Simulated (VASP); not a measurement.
The system is P3O2.

```
P O
1.0
     1.61578    0.93287    7.48994
    -1.61578    0.93287    7.48994
     0.00000   -1.86574    7.48994
P O
3 2
Direct
  0.00000 0.00000 0.00000
  0.20950 0.20950 0.20950
  0.79050 0.79050 0.79050
  0.40000 0.40000 0.40000
  0.60000 0.60000 0.60000
```

| Property | Result |
| --- | --- |
| Program | VASP 6.6.1 |
| Task | relaxation of cell and atoms |
| Functional | PBE |
| Potentials or basis | VASP PAW PBE potentials, release 64 (P, O) |
| Cutoff | 600 eV |
| k mesh | 6 × 6 × 6 |
| Occupations | gaussian, width 0.1 eV |
| Spin | no spin polarisation |

At the start: pressure -6.5 GPa; volume 13.55 Å³/atom.

Q: Where does the relaxation end?

A: Over 32 steps the energy falls by 864.3 meV/atom and the volume is 15.43 Å³/atom (+13.9 %); space group R-3m (No. 166, to 0.1 Å) before and after.

Step by step:
| step | energy change (eV) | largest force (eV/Å) | pressure (GPa) | volume (Å³) |
| --- | --- | --- | --- | --- |
| 1 | 0.0000 | 2.3880 | -6.48 | 67.74 |
| 2 | -1.2112 | 3.6644 | -1.74 | 62.51 |
| 3 | -0.9111 | 5.1649 | 53.76 | 50.21 |
| 4 | -1.9945 | 3.3251 | 9.06 | 57.85 |
| 5 | -2.2081 | 1.7713 | 26.87 | 53.94 |
| 6 | -2.2554 | 2.0245 | 20.07 | 55.18 |
| 7 | -2.5628 | 1.4791 | 20.88 | 55.87 |
| 8 | -2.5757 | 1.8680 | 21.25 | 56.04 |
| 9 | -2.9705 | 1.3443 | 10.79 | 59.17 |
| 10 | -3.2276 | 1.1787 | -1.04 | 64.14 |
| 11 | -3.2371 | 1.1650 | -2.95 | 65.17 |
| 12 | -3.3129 | 1.1248 | -2.74 | 65.05 |
| 13 | -3.4956 | 0.9557 | -1.88 | 64.65 |
| 14 | -3.6022 | 1.7033 | 0.92 | 63.80 |
| 15 | -3.6875 | 1.3776 | 2.41 | 63.83 |
| 16 | -3.7990 | 0.7472 | 6.32 | 63.86 |
| 17 | -3.5743 | 2.0500 | 18.40 | 63.78 |
| 18 | -3.8087 | 0.5860 | 8.22 | 63.86 |
| 19 | -3.9546 | 0.5524 | 6.03 | 66.26 |
| 20 | -4.1763 | 0.5979 | 2.39 | 73.60 |
| 21 | -4.1882 | 0.8535 | 1.58 | 76.76 |
| 22 | -4.2511 | 0.4597 | -1.85 | 78.93 |
| 23 | -4.2511 | 0.4356 | -1.78 | 78.88 |
| 24 | -4.2894 | 0.2907 | -0.62 | 78.28 |
| 25 | -4.3115 | 0.3119 | 1.11 | 77.32 |
| 26 | -4.3174 | 0.0270 | -0.42 | 78.15 |
| 27 | -4.3182 | 0.0595 | -0.07 | 77.94 |
| 28 | -4.3193 | 0.0550 | -0.09 | 77.85 |
| 29 | -4.3197 | 0.1367 | -0.10 | 77.73 |
| 30 | -4.3204 | 0.0921 | -0.17 | 77.63 |
| 31 | -4.3210 | 0.0209 | -0.35 | 77.43 |
| 32 | -4.3215 | 0.0360 | -0.10 | 77.16 |

Final structure:
```cif
data_structure
_symmetry_space_group_name_H-M 'P 1'
_symmetry_Int_Tables_number 1
_cell_length_a 9.6883
_cell_length_b 9.6883
_cell_length_c 9.6883
_cell_angle_alpha 18.162
_cell_angle_beta 18.162
_cell_angle_gamma 18.162
_cell_volume 77.16
loop_
_atom_site_label
_atom_site_type_symbol
_atom_site_fract_x
_atom_site_fract_y
_atom_site_fract_z
_atom_site_occupancy
P1 P 0.00000 0.00000 0.00000 1
P2 P 0.18941 0.18941 0.18941 1
P3 P 0.81059 0.81059 0.81059 1
O1 O 0.36400 0.36400 0.36400 1
O2 O 0.63600 0.63600 0.63600 1
```

Caveat: the k points lie up to 0.40 Å⁻¹ apart in the final cell, too coarse for converged energies and pressures of a metal; a cell axis changed by over 15 % at a fixed basis, so the end point is rough; an odd number of electrons without spin polarisation forces a metal; a magnetic or distorted state may lie lower.
